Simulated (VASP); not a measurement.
A run of VASP 6.6.1:

File INCAR:

```
SYSTEM = Si16B
  ALGO = Normal
  EDIFF = 1E-6
  ENCUT = 520
  GGA = PS
  ISIF = 2
  ISMEAR = -1
  ISPIN = 2
  LASPH = .TRUE.
  LCHARG = .TRUE.
  LELF = .TRUE.
  LORBIT = 11
  LREAL = Auto
  LVHAR = .TRUE.
  LWAVE = .FALSE.
  MAGMOM = 0 0 0 0 0 0 0 0 0 0 0 0 0 0 0 0 0
  NBANDS = 52
  NELM = 150
  PREC = Accurate
  SIGMA = 0.05
```

KPOINTS

```
k-points
0
G
  2 2 2
  0 0 0
```

File POSCAR:

```
Si16B
1.0
    0.0000000000      5.4300000000      5.4300000000
    5.4300000000      0.0000000000      5.4300000000
    5.4300000000      5.4300000000      0.0000000000
Si B
16 1
Direct
   -0.0017430939      0.0080340700     -0.0018942910
    0.1255588398      0.1252319521      0.1253717311
   -0.0001281768      0.0016653775      0.4988370166
    0.1224179558      0.1254006446      0.6249967772
   -0.0037243094      0.4970421731     -0.0038939227
    0.1189377532      0.6260898711      0.1187860037
    0.0059472376      0.5014684162      0.5014280847
    0.1274917127      0.6282609576      0.6245907919
    0.4990239411      0.0016521179     -0.0003173112
    0.6251447514      0.1253799263      0.1222769797
    0.5024863720     -0.0015465930      0.5023475138
    0.6270979742      0.1229049724      0.6269082873
    0.5015752302      0.5014654696      0.0057697053
    0.6247584715      0.6282492634      0.1273026703
    0.5001909761      0.4958944751      0.5000023941
    0.6236245856      0.6195706262      0.6234244015
    0.8142181400      0.3524361878      0.8140936464
```

Potentials or basis: VASP PAW PBE potentials, release 64 (Si, B).

Command:

```sh
$ cat potpaw_PBE.64/Si/POTCAR potpaw_PBE.64/B/POTCAR > POTCAR
$ mpirun -np 1 vasp_std > vasp.out
```

Hardware: 1 thread of Intel Xeon 8259CL, on a shared host.

Problem. How long does it take, and how much memory?

Solution. It took 18 min on 1 thread of Intel Xeon 8259CL, with other jobs on the host, peak memory 0.71 GiB. Counts: scf iterations 14, k points 8.
